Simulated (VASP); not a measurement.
**CuO: relaxation of the atoms with PBEsol**

The system is CuO.

```
CELL_PARAMETERS angstrom
4.16094 0.00000 0.00000
0.00000 4.16094 0.00000
0.00000 0.00000 3.73214
ATOMIC_POSITIONS crystal
Cu 0.50000 0.00000 0.50000
Cu 0.00000 0.50000 0.50000
Cu 0.00000 0.00000 0.00000
O 0.00000 0.00000 0.50000
O 0.50000 0.00000 0.00000
O 0.00000 0.50000 0.00000
```

```json
{"Program": "VASP 6.6.1", "Task": "relaxation of the atoms", "Functional": "PBEsol", "Potentials or basis": "VASP PAW PBE potentials, release 64 (Cu, O)", "Cutoff": "520 eV", "k mesh": "6 × 6 × 6", "Occupations": "fermi-dirac, width 0.05 eV", "Spin": "no spin polarisation", "Dipole correction": "no", "Further INCAR settings": "ALGO = Normal; EDIFF = 1e-06; IBRION = 2; EDIFFG = -0.01; NSW = 60"}
```

```json
{
 "Pressure after relaxing": "5.3 GPa",
 "Band gap on the k mesh": "zero (an odd number of electrons rules out a gap without spin polarisation)"
}
```

Stress tensor (GPa, compression positive):
```
 1.81  0.00  0.00
 0.00  1.81  0.00
 0.00  0.00 12.28
```

Final structure:
```yaml
crystal:
  lattice:
    - [4.16094, 0.00000, 0.00000]
    - [0.00000, 4.16094, 0.00000]
    - [0.00000, 0.00000, 3.73214]
  atoms:
    - { symbol: Cu, position: [0.50000, 0.00000, 0.50000] }
    - { symbol: Cu, position: [0.00000, 0.50000, 0.50000] }
    - { symbol: Cu, position: [0.00000, 0.00000, 0.00000] }
    - { symbol: O, position: [0.00000, 0.00000, 0.50000] }
    - { symbol: O, position: [0.50000, 0.00000, 0.00000] }
    - { symbol: O, position: [0.00000, 0.50000, 0.00000] }
```

Levels at points of the mesh, in eV from the Fermi level:
| k point | band 24 | band 25 | band 26 | band 27 | band 28 | band 29 |
| --- | --- | --- | --- | --- | --- | --- |
| (0.00, 0.00, 0.00) | -1.77 | -1.65 | -1.50 | -1.35 | 1.60 | 6.38 |
| (0.50, 0.00, 0.00) | -1.48 | -1.20 | -0.70 | -0.59 | 4.04 | 4.17 |
| (0.50, 0.50, 0.00) | -1.07 | -0.48 | -0.48 | 0.81 | 3.74 | 6.49 |
| (0.00, 0.00, 0.50) | -0.70 | -0.13 | -0.13 | 0.03 | 5.62 | 7.01 |
| (0.50, 0.00, 0.50) | -0.38 | -0.04 | 1.32 | 1.38 | 4.79 | 6.93 |
| (0.50, 0.50, 0.50) | 1.17 | 1.38 | 1.38 | 1.51 | 1.83 | 6.98 |

Wall time 2.8 min on 1 thread of Intel Xeon 8259CL, with other jobs on the host, peak memory 0.21 GiB.

Caveat: the PAW data sets were made with another functional, which shifts forces and pressure a little; an odd number of electrons without spin polarisation forces a metal; a magnetic or distorted state may lie lower; semilocal functionals often make such compounds metallic where correlation or magnetic order opens a gap, which also shifts bond lengths. With open d or f shells a metallic result of PBEsol can be an artefact of self-interaction; +U or a hybrid may open a gap.
